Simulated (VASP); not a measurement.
# C in VASP: further runs

C is run at these levels: PBEsol, LDA; tasks: single point.

Everything below comes from runs of VASP 6.6.1. Logs are shortened: lines on timing, memory, paths and dates and some standing lists are left out, and cuts for length are marked.

## Step 1: The cell of the first run

The cell holds a slab with vacuum, 4 atoms: a = 2.456 Å, b = 2.456 Å, c = 24.134 Å, α = 90.00°, β = 90.00°, γ = 120.00°.

## Step 2: Single point, PBEsol

Contents of INCAR:

```
SYSTEM = C
PREC     = Accurate       ! precision mode
ENCUT    = 520            ! plane-wave cutoff, eV
EDIFF    = 1E-6           ! SCF threshold, eV
ISMEAR   = -1             ! smearing method
SIGMA    = 0.05           ! smearing width, eV
LREAL    = .FALSE.        ! projectors in reciprocal space
LASPH    = .TRUE.         ! aspherical terms in the spheres
NELM     = 60             ! most SCF steps
ALGO     = Normal         ! electronic algorithm
ISIF     = 2              ! what is computed and relaxed
LWAVE    = .FALSE.        ! write WAVECAR
LCHARG   = .FALSE.        ! write CHGCAR
GGA      = PS             ! functional
NBANDS   = 16             ! bands
```

Contents of KPOINTS:

```
Automatic mesh
0
G
  12 12 2
  0 0 0
```

Contents of POSCAR:

```
C
1.0
    2.4562275060      0.0000000000      0.0000000000
   -1.2281137530      2.1271554177      0.0000000000
    0.0000000000      0.0000000000     24.1339601687
C
4
Direct
    0.6666666667      0.3333333333      0.5704754400
    0.3333333333      0.6666666667      0.4295245600
    0.0000000000      0.0000000000      0.4295312300
    0.0000000000      0.0000000000      0.5704687700
```

Potentials or basis: VASP PAW PBE potentials, release 64 (C).

Started as:

```sh
> cat potpaw_PBE.64/C/POTCAR > POTCAR
> mpirun -np 1 vasp_std > vasp.out
```

OUTCAR:

```text
SYSTEM = C
   PREC = Accurate
   ENCUT = 520
   EDIFF = 1E-6
   ISMEAR = -1
   LREAL = .FALSE.
   LASPH = .TRUE.
   NELM = 60
   ISIF = 2
   GGA = PS

 ion  position               nearest neighbor table
   1  0.667  0.333  0.570-   4 1.42   4 1.42   4 1.42
   2  0.333  0.667  0.430-   3 1.42   3 1.42   3 1.42
   3  0.000  0.000  0.430-   2 1.42   2 1.42   2 1.42
   4  0.000  0.000  0.570-   1 1.42   1 1.42   1 1.42

  LATTYP: Found a hexagonal cell.
 ALAT       =     2.4562275060
 C/A-ratio  =     9.8256208392

  Lattice vectors:

 A1 = (   2.4562275060,   0.0000000000,   0.0000000000)
 A2 = (  -1.2281137530,   2.1271554177,   0.0000000000)
 A3 = (   0.0000000000,   0.0000000000,  24.1339601687)

Analysis of symmetry for initial positions (statically):
=====================================================================
 Subroutine PRICEL returns:
 Original cell was already a primitive cell.

 Routine SETGRP: Setting up the symmetry group for a
 hexagonal supercell.

 Subroutine GETGRP returns: Found 12 space group operations
 (whereof 12 operations were pure point group operations)
 out of a pool of 24 trial point group operations.

The static configuration has the point symmetry D_3d.

Analysis of symmetry for dynamics (positions and initial velocities):
=====================================================================
 Subroutine PRICEL returns:
 Original cell was already a primitive cell.

 Routine SETGRP: Setting up the symmetry group for a
 hexagonal supercell.

 Subroutine GETGRP returns: Found 12 space group operations
 (whereof 12 operations were pure point group operations)
 out of a pool of 24 trial point group operations.

The dynamic configuration has the point symmetry D_3d.

 Subroutine INISYM returns: Found 12 space group operations
 (whereof 12 operations are pure point group operations),
 and found     1 'primitive' translations

----------------------------------------------------------------------------------------

                                     Primitive cell

  volume of cell :     126.0946

  direct lattice vectors                    reciprocal lattice vectors
     2.456227506  0.000000000  0.000000000     0.407128410  0.235055697  0.000000000
    -1.228113753  2.127155418  0.000000000     0.000000000  0.470111395  0.000000000
     0.000000000  0.000000000 24.133960169     0.000000000  0.000000000  0.041435388

  length of vectors
     2.456227506  2.456227506 24.133960169     0.470111395  0.470111395  0.041435388

  position of ions in fractional coordinates (direct lattice)
     0.666666667  0.333333333  0.570475440
     0.333333333  0.666666667  0.429524560
     0.000000000  0.000000000  0.429531230
     0.000000000  0.000000000  0.570468770

  ion indices of the primitive-cell ions
   primitive index   ion index
                 1           1
                 2           2
                 3           3
                 4           4

----------------------------------------------------------------------------------------

 KPOINTS: Automatic mesh

Automatic generation of k-mesh.
 Grid dimensions read from file:
 generate k-points for:   12   12    2

 Generating k-lattice:

  Cartesian coordinates                     Fractional coordinates (reciprocal lattice)
     0.033927368  0.019587975  0.000000000     0.083333333  0.000000000  0.000000000
     0.000000000  0.039175950  0.000000000     0.000000000  0.083333333  0.000000000
     0.000000000  0.000000000  0.020717694     0.000000000  0.000000000  0.500000000

  Length of vectors
     0.039175950  0.039175950  0.020717694

  Shift w.r.t. Gamma in fractional coordinates (k-lattice)
     0.000000000  0.000000000  0.000000000

 Subroutine IBZKPT returns following result:
 ===========================================

 Found     38 irreducible k-points:

 Following reciprocal coordinates:
            Coordinates               Weight
  0.000000  0.000000  0.000000      1.000000
  0.083333  0.000000  0.000000      6.000000
  0.166667 -0.000000  0.000000      6.000000
  0.250000 -0.000000  0.000000      6.000000
  0.333333 -0.000000  0.000000      6.000000
  0.416667  0.000000  0.000000      6.000000
[... 16 lines left out ...]
  0.250000 -0.000000  0.500000      6.000000
  0.333333 -0.000000  0.500000      6.000000
 [... further k-points ...]
   k-points           NKPTS =     38   k-points in BZ     NKDIM =     38   number of bands    NBANDS=     16
   number of dos      NEDOS =    301   number of ions     NIONS =      4
   total plane-waves  NPLWV =  58320
   dimension x,y,z NGX =    18 NGY =   18 NGZ =  180
   dimension x,y,z NGXF=    36 NGYF=   36 NGZF=  360
   ions per type =               4
   NGX,Y,Z   is equivalent  to a cutoff of  12.18, 12.18, 12.40 a.u.
   NGXF,Y,Z  is equivalent  to a cutoff of  24.37, 24.37, 24.80 a.u.
 SYSTEM =  C
   PREC   = accura    normal or accurate (medium, high low for compatibility)
   ISTART =      0    job   : 0-new  1-cont  2-samecut
   ICHARG =      2    charge: 1-file 2-atom 10-const
   ISPIN  =      1    spin polarized calculation?
   LNONCOLLINEAR =      F non collinear calculations
   LSORBIT =      F    spin-orbit coupling
   LASPH  =      T    aspherical Exc in radial PAW
   ENCUT  =  520.0 eV  38.22 Ry    6.18 a.u.   4.57  4.57 44.87*2*pi/ulx,y,z
   NELM   =     60;   NELMIN=  2; NELMDL= -5     # of ELM steps
   EDIFF  = 0.1E-05   stopping-criterion for ELM
   LREAL  =      F    real-space projection
   EDIFFG = 0.1E-04   stopping-criterion for IOM
   NSW    =      0    number of steps for IOM
   IBRION =     -1    ionic relax: 0-MD 1-quasi-New 2-CG
   NFREE  =      0    steps in history (QN), initial steepest desc. (CG)
   ISIF   =      2    stress and relaxation
   ISYM   =      2    0-nonsym 1-usesym 2-fastsym
   POTIM  = 0.5000    time-step for ionic-motion
   TEBEG  =    0.0;   TEEND  =   0.0 temperature during run
   PSTRESS=    0.0 pullay stress
   NELECT =      16.0000    total number of electrons
   NUPDOWN=      -1.0000    fix difference up-down
   EMIN   =  10.00;   EMAX   =-10.00  energy-range for DOS
   EFERMI =   0.00;   METHOD = LEGACY
   ISMEAR =    -1;   SIGMA  =   0.05  broadening in eV -4-tet -1-fermi 0-gaus
   EFERMI_NEDOS =   21; number of points for ismear=-14 and -15
   IALGO  =     38    algorithm
   IMIX   =      4    mixing-type and parameters
     AMIX     =   0.40;   BMIX     =  1.00
     AMIX_MAG =   1.60;   BMIX_MAG =  1.00
  volume/ion in A,a.u.               =      31.52       212.73
  Fermi-wavevector in a.u.,A,eV,Ry     =   0.822652  1.554586  9.207823  0.676756
  Thomas-Fermi vector in A             =   1.934024
   LORBIT       =      0    0 simple, 1 ext, 2 COOP (PROOUT), +10 PAW based schemes
   GGA     = PS    functional components
   LHFCALC =     F    Hartree Fock is set to
   AEXX    =    0.0000 exact exchange contribution
   IVDW    =     0    specifies the selected vdW correction
   LEPSILON=     F    determine dielectric tensor
   LRPA    =     F    only Hartree local field effects (RPA)
 non-spin polarized calculation
  energy-cutoff  :      520.00
  volume of cell :      126.09
 maximum number of plane-waves:      3452
   NGX =  9   NGY =  9   NGZ = 89

 number of electron      15.9999996 magnetization

 Free energy of the ion-electron system (eV)
  ---------------------------------------------------
  ext. energy  EPLUGINS =         0.00000000
  ---------------------------------------------------
  free energy    TOTEN  =       -38.56476895 eV

  energy without entropy =      -38.56280724  energy(sigma->0) =      -38.56378809

 E-fermi :  -1.8155     XC(G=0):  -3.2883

 val. band max:       -1.8155670996   @ k =   0.3333   0.3333   0.5000
 cond. band min:      -1.4894210869   @ k =   0.3333   0.3333   0.0000
 fundamental gap:      0.3261460127
 Fermi energy:        -1.8155087623

 k-point     1 :       0.0000    0.0000    0.0000
  band No.  band energies     occupation
      1     -21.4481      2.00000
      2     -21.3096      2.00000
      3      -9.9920      2.00000
      4      -9.0611      2.00000
      5      -4.8024      2.00000
      6      -4.8024      2.00000
[... 8 lines left out ...]
     15       5.1211      0.00000
     16       6.5519      0.00000

 k-point     2 :       0.0833    0.0000    0.0000
  band No.  band energies     occupation
      1     -21.2820      2.00000
      2     -21.1450      2.00000
      3      -9.7909      2.00000
      4      -8.8660      2.00000
      5      -5.4596      2.00000
      6      -5.4448      2.00000
[... 8 lines left out ...]
     15       5.3452      0.00000
     16       6.6077      0.00000

 k-point     3 :       0.1667   -0.0000    0.0000
  band No.  band energies     occupation
      1     -20.7856      2.00000
      2     -20.6528      2.00000
      3      -9.1925      2.00000
      4      -8.2867      2.00000
      5      -7.1140      2.00000
      6      -7.0854      2.00000
[... 8 lines left out ...]
     15       6.0098      0.00000
     16       6.5510      0.00000

 k-point     4 :       0.2500   -0.0000    0.0000
  band No.  band energies     occupation
      1     -19.9645      2.00000
      2     -19.8388      2.00000
      3      -9.2354      2.00000
      4      -9.1908      2.00000
      5      -8.2136      2.00000
      6      -7.3440      2.00000
[... 8 lines left out ...]
     15       5.7436      0.00000
     16       6.2525      0.00000
[... 324 lines left out ...]
 k-point    22 :       0.1667   -0.0000    0.5000
  band No.  band energies     occupation
      1     -20.7856      2.00000
      2     -20.6528      2.00000
      3      -9.1925      2.00000
      4      -8.2867      2.00000
      5      -7.1140      2.00000
      6      -7.0854      2.00000
[... 8 lines left out ...]
     15       6.5237      0.00000
     16       6.5859      0.00000

 k-point    23 :       0.2500   -0.0000    0.5000
  band No.  band energies     occupation
      1     -19.9645      2.00000
      2     -19.8388      2.00000
      3      -9.2354      2.00000
      4      -9.1908      2.00000
      5      -8.2136      2.00000
      6      -7.3440      2.00000
[... 8 lines left out ...]
     15       6.1313      0.00000
     16       6.1673      0.00000

 k-point    24 :       0.3333   -0.0000    0.5000
  band No.  band energies     occupation
      1     -18.8305      2.00000
      2     -18.7142      2.00000
      3     -11.4643      2.00000
      4     -11.4038      2.00000
      5      -7.5999      2.00000
      6      -7.5770      2.00000
[... 8 lines left out ...]
     15       6.3209      0.00000
     16       6.7270      0.00000

 [... further k-points ...]
[... 5 lines left out ...]
  --------------------------------------------------------------------------------------
  -------------------------------------------------------------------------------------
  Total        0.5308989      0.5308989      0.0658178      0.0000000      0.0000000     -0.0000000
  in kB        6.7456844      6.7456844      0.8362909      0.0000000      0.0000000     -0.0000000
  external PRESSURE =       4.7758866 kB  Pullay stress =       0.0000000 kB

 VOLUME and BASIS-vectors are now :
 -----------------------------------------------------------------------------
  energy-cutoff  :      520.00
  volume of cell :      126.09
      direct lattice vectors                 reciprocal lattice vectors
     2.456227506  0.000000000  0.000000000     0.407128410  0.235055697  0.000000000
    -1.228113753  2.127155418  0.000000000     0.000000000  0.470111395  0.000000000
     0.000000000  0.000000000 24.133960169     0.000000000  0.000000000  0.041435388

 POSITION                                       TOTAL-FORCE (eV/Angst)
 -----------------------------------------------------------------------------------
      1.22811      0.70905     13.76783        -0.000000      0.000000      0.021795
     -0.00000      1.41810     10.36613         0.000000     -0.000000     -0.021795
      0.00000      0.00000     10.36629         0.000000      0.000000     -0.003664
      0.00000      0.00000     13.76767         0.000000     -0.000000      0.003664
 -----------------------------------------------------------------------------------
    total drift:                               -0.000000      0.000000      0.000000

  FREE ENERGIE OF THE ION-ELECTRON SYSTEM (eV)
  ---------------------------------------------------
  free  energy   TOTEN  =       -38.5647689457 eV

  energy  without entropy=      -38.5628072387  energy(sigma->0) =      -38.56378809
```

It took 78 s on 1 thread of AMD EPYC 9R45 (Zen 5), shared host; peak memory 0.19 GiB.

What came out:

| Item | Value |
| --- | --- |
| Free energy | -38.5648 eV |
| Largest force | 0.022 eV/Å |
| Band gap on the k mesh | zero (filled and empty bands touch) |

Forces in eV/Å, atoms in the order of the input:
```
C    0.000  0.000  0.022
C    0.000  0.000 -0.022
C    0.000  0.000 -0.004
C    0.000  0.000  0.004
```

Levels at points of the mesh, in eV from the Fermi level:
```csv
k point,band 4,band 5,band 6,band 7,band 8,band 9,band 10,band 11,band 12,band 13
"(0.00, 0.00, 0.00)",-7.25,-2.99,-2.99,-2.98,-2.98,3.48,3.91,4.38,5.13,5.47
"(0.50, 0.00, 0.00)",-13.28,-6.43,-6.40,-2.57,-2.23,1.51,1.86,7.38,7.57,11.23
"(0.00, 0.00, 0.50)",-7.25,-2.99,-2.99,-2.98,-2.98,3.48,3.89,4.46,4.90,5.95
"(0.50, 0.00, 0.50)",-13.28,-6.43,-6.40,-2.57,-2.23,1.51,1.86,7.38,7.57,11.23
```

Caveat: the PAW data sets were made with another functional, which shifts forces and pressure a little.

## Step 3: Single point, LDA

This run uses another cell than the first one, of 32.15 Å³/atom, 1.020 times its volume.

Contents of INCAR:

```
SYSTEM = C
PREC = Accurate ; ENCUT = 520
EDIFF = 1E-7 ; ISMEAR = -1
SIGMA = 0.05 ; LREAL = .FALSE.
LASPH = .TRUE. ; NELM = 100
ALGO = Normal ; ISIF = 2
LWAVE = .FALSE. ; LCHARG = .FALSE.
NBANDS = 16
```

KPOINTS is that of step 2.

Contents of POSCAR:

```
C
1.0
    2.4724943874      0.0000000000      0.0000000000
   -1.2362471937      2.1412429502      0.0000000000
    0.0000000000      0.0000000000     24.2937923774
C
4
Direct
    0.6666666667      0.3333333333      0.5704754400
    0.3333333333      0.6666666667      0.4295245600
    0.0000000000      0.0000000000      0.4295312300
    0.0000000000      0.0000000000      0.5704687700
```

Potentials or basis: VASP PAW LDA potentials, release 64 (C).

Started as:

```sh
> cat potpaw_LDA.64/C/POTCAR > POTCAR
> mpirun -np 1 vasp_std > vasp.out
```

Run time: 84 s. Hardware: 1 thread of AMD EPYC 9R45 (Zen 5), shared host; peak memory 0.17 GiB.

It converged, with:

| Item | Value |
| --- | --- |
| Free energy | -40.3658 eV |
| Largest force | 0.025 eV/Å |
| Band gap on the k mesh | zero (filled and empty bands touch) |

Forces in eV/Å, atoms in the order of the input:
```
C    0.000  0.000 -0.005
C    0.000  0.000  0.005
C    0.000  0.000  0.025
C    0.000  0.000 -0.025
```

Levels at points of the mesh, in eV from the Fermi level:
| k point | band 4 | band 5 | band 6 | band 7 | band 8 | band 9 | band 10 | band 11 | band 12 | band 13 |
| --- | --- | --- | --- | --- | --- | --- | --- | --- | --- | --- |
| (0.00, 0.00, 0.00) | -7.11 | -3.02 | -3.02 | -3.02 | -3.02 | 3.51 | 4.05 | 4.71 | 5.36 | 5.64 |
| (0.50, 0.00, 0.00) | -13.06 | -6.38 | -6.35 | -2.51 | -2.18 | 1.48 | 1.83 | 7.29 | 7.47 | 11.08 |
| (0.00, 0.00, 0.50) | -7.11 | -3.02 | -3.02 | -3.02 | -3.02 | 3.52 | 4.05 | 4.79 | 5.11 | 6.14 |
| (0.50, 0.00, 0.50) | -13.06 | -6.38 | -6.35 | -2.51 | -2.18 | 1.48 | 1.83 | 7.29 | 7.47 | 11.08 |

## Step 4: Single point, PBEsol

This run uses another cell than the first one, of 32.15 Å³/atom, 1.020 times its volume.

Contents of INCAR:

```
SYSTEM = C
PREC     = Accurate       ! precision mode
ENCUT    = 520            ! plane-wave cutoff, eV
EDIFF    = 1E-6           ! SCF threshold, eV
ISMEAR   = -1             ! smearing method
SIGMA    = 0.05           ! smearing width, eV
LREAL    = .False.        ! projectors in reciprocal space
LASPH    = .True.         ! aspherical terms in the spheres
NELM     = 80             ! most SCF steps
ALGO     = Normal         ! electronic algorithm
ISIF     = 2              ! what is computed and relaxed
LWAVE    = .False.        ! write WAVECAR
LCHARG   = .False.        ! write CHGCAR
GGA      = PS             ! functional
NBANDS   = 16             ! bands
```

Contents of KPOINTS:

```
regular mesh
0
Gamma
  12 12 2
  0 0 0
```

POSCAR is that of step 3.

Potentials or basis: VASP PAW PBE potentials, release 64 (C).

Started as:

```sh
> cat potpaw_PBE.64/C/POTCAR > POTCAR
> mpirun -np 1 vasp_std > vasp.out
```

Wall time 88 s (1 thread of AMD EPYC 9R45 (Zen 5), shared host); peak memory 0.21 GiB.

It converged, with:

```
Free energy            : -38.5607 eV
Largest force          : 0.019 eV/Å
Band gap on the k mesh : zero (filled and empty bands touch)
```

Forces on the atoms (eV/Å):
```
C    0.000  0.000  0.019
C    0.000  0.000 -0.019
C    0.000  0.000 -0.002
C    0.000  0.000  0.002
```

Levels at points of the mesh, in eV from the Fermi level:
```
           k point  band 6  band 7  band 8  band 9  band 10  band 11
(0.00, 0.00, 0.00)   -3.00   -2.99   -2.99    3.54     3.97     4.43
(0.50, 0.00, 0.00)   -6.35   -2.52   -2.19    1.51     1.84     7.19
(0.00, 0.00, 0.50)   -3.00   -2.99   -2.99    3.54     3.95     4.51
(0.50, 0.00, 0.50)   -6.35   -2.52   -2.19    1.51     1.84     7.19
```

Caveat: the PAW data sets were made with another functional, which shifts forces and pressure a little.

## Step 5: Summary

```csv
level,potentials or basis,cell,gap on the mesh (eV),largest force (eV/Å)
PBEsol,"VASP PAW PBE potentials, release 64 (C)","a = 2.456, b = 2.456, c = 24.134 Å, angles 90.0, 90.0, 120.0°, 4 atoms",none,0.02
LDA,"VASP PAW LDA potentials, release 64 (C)","a = 2.472, b = 2.472, c = 24.294 Å, angles 90.0, 90.0, 120.0°, 4 atoms",none,0.02
PBEsol,"VASP PAW PBE potentials, release 64 (C)","a = 2.472, b = 2.472, c = 24.294 Å, angles 90.0, 90.0, 120.0°, 4 atoms",none,0.02
```

Alike in all rows: task single point; no spin polarisation; k mesh 12 × 12 × 2; cutoff (eV) 520; smearing fermi-dirac 0.05 eV.

Caveats: the PAW data sets were made with another functional, which shifts forces and pressure a little (some runs).

Absolute energies hang on the potentials; compare differences alone.
